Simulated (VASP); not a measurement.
**SnSe2: single point with PBEsol**

Crystal: SnSe2.

```
CELL_PARAMETERS angstrom
3.81100 0.01270 0.00000
-1.89450 3.29407 0.00000
0.00000 0.00000 6.13600
ATOMIC_POSITIONS crystal
Sn 0.00000 0.00000 0.00000
Se 0.33333 0.66667 0.24900
Se 0.66667 0.33333 0.75100
```

| Property | Result |
| --- | --- |
| Program | VASP 6.6.1 |
| Task | single point |
| Functional | PBEsol |
| Potentials or basis | VASP PAW PBE potentials, release 64 (Sn_d, Se) |
| Cutoff | 520 eV |
| k mesh | 6 × 6 × 4 |
| Occupations | fermi-dirac, width 0.02 eV |
| Spin | no spin polarisation |
| Dipole correction | no |
| Further INCAR settings | ALGO = Normal; EDIFF = 1e-06; NBANDS = 20 |

| Item | Value |
| --- | --- |
| Pressure | 2.7 GPa |
| Largest force | 0.614 eV/Å |
| Band gap on the k mesh | 0.71 eV, indirect (least direct gap 1.00 eV) |

Forces on the atoms (eV/Å):
```
Sn   0.000  0.000  0.000
Se   0.010  0.000  0.614
Se  -0.010  0.000 -0.614
```

Stress tensor (GPa, compression positive):
```
 2.11 -0.26  0.06
-0.26  2.11  0.00
 0.06  0.00  3.81
```

Levels at points of the mesh, in eV from the valence-band top:
| k point | band 11 | band 12 | band 13 | band 14 | band 15 | band 16 |
| --- | --- | --- | --- | --- | --- | --- |
| (0.00, 0.00, 0.00) | -0.41 | -0.37 | 0.00 | 1.00 | 2.83 | 4.54 |
| (0.50, 0.00, 0.00) | -2.67 | -1.24 | -0.28 | 1.13 | 3.73 | 5.34 |
| (0.00, 0.50, 0.00) | -2.70 | -1.23 | -0.30 | 1.09 | 3.69 | 5.33 |
| (0.50, 0.50, 0.00) | -2.74 | -1.22 | -0.33 | 1.06 | 3.65 | 5.32 |
| (0.00, 0.00, 0.50) | -0.78 | -0.25 | -0.22 | 2.39 | 2.80 | 4.27 |
| (0.50, 0.00, 0.50) | -2.01 | -0.85 | -0.67 | 0.82 | 4.17 | 4.76 |
| (0.00, 0.50, 0.50) | -2.01 | -0.86 | -0.70 | 0.81 | 4.15 | 4.75 |
| (0.50, 0.50, 0.50) | -2.01 | -0.87 | -0.73 | 0.79 | 4.13 | 4.75 |

It took 62 s on 1 thread of Intel(R) Xeon(R) Platinum 8488C (Sapphire Rapids) (shared host), peak memory 0.25 GiB.

Caveat: the PAW data sets were made with another functional, which shifts forces and pressure a little; spin-orbit coupling is left out, which moves the levels of the heavy elements. A k mesh can miss the band edges.
